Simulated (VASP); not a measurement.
A run of VASP 6.6.1 is set up as follows.

Contents of POSCAR:

```
Ni
1.0
    2.2921012418      0.0000000000      0.0000000000
    0.0000000000      2.2921012418      0.0000000000
    0.0000000000      0.0000000000      2.2921012418
Ni
1
Direct
    0.0000000000      0.0000000000      0.0000000000
```

Contents of INCAR.step1:

```
SYSTEM = Ni
PREC = Accurate ; ENCUT = 660
ISMEAR = -1 ; SIGMA = 0.1
LREAL = .False. ; LASPH = .True.
NELM = 120 ; NBANDS = 11
GGA = PE ; ALGO = Normal
EDIFF = 1E-5 ; LWAVE = .True.
LCHARG = .False. ; GGA_COMPAT = .False.
```

The input INCAR.step2:

```
SYSTEM = Ni
PREC = Accurate ; ENCUT = 660
EDIFF = 1E-6 ; ISMEAR = -1
SIGMA = 0.1 ; LREAL = .False.
LASPH = .True. ; NELM = 120
ALGO = Normal ; ISIF = 2
LWAVE = .False. ; LCHARG = .False.
METAGGA = R2SCAN ; LMIXTAU = .True.
NBANDS = 11 ; ISTART = 1
GGA_COMPAT = .False.
```

KPOINTS

```
regular mesh
0
Gamma
  7 7 7
  0 0 0
```

Potentials or basis: VASP PAW PBE potentials, release 64 (Ni).

Run with:

```bash
$ cat potpaw_PBE.64/Ni/POTCAR > POTCAR
$ cp INCAR.step1 INCAR
$ mpirun -np 1 vasp_std > vasp.out
$ cp INCAR.step2 INCAR
$ mpirun -np 1 vasp_std > vasp.out
```

(1) Estimate the band gap on the k mesh.

(2) What does it give for the pressure?

## Answers

(1) zero (band 5 reaches 8.46 eV, above the bottom of band 6 at 7.26 eV).

(2) -0.2 GPa.

Caveat: the k points lie up to 0.39 Å⁻¹ apart; the PAW data sets were made with another functional, which shifts forces and pressure a little; the run has no spin polarisation, though such a crystal can be magnetic.
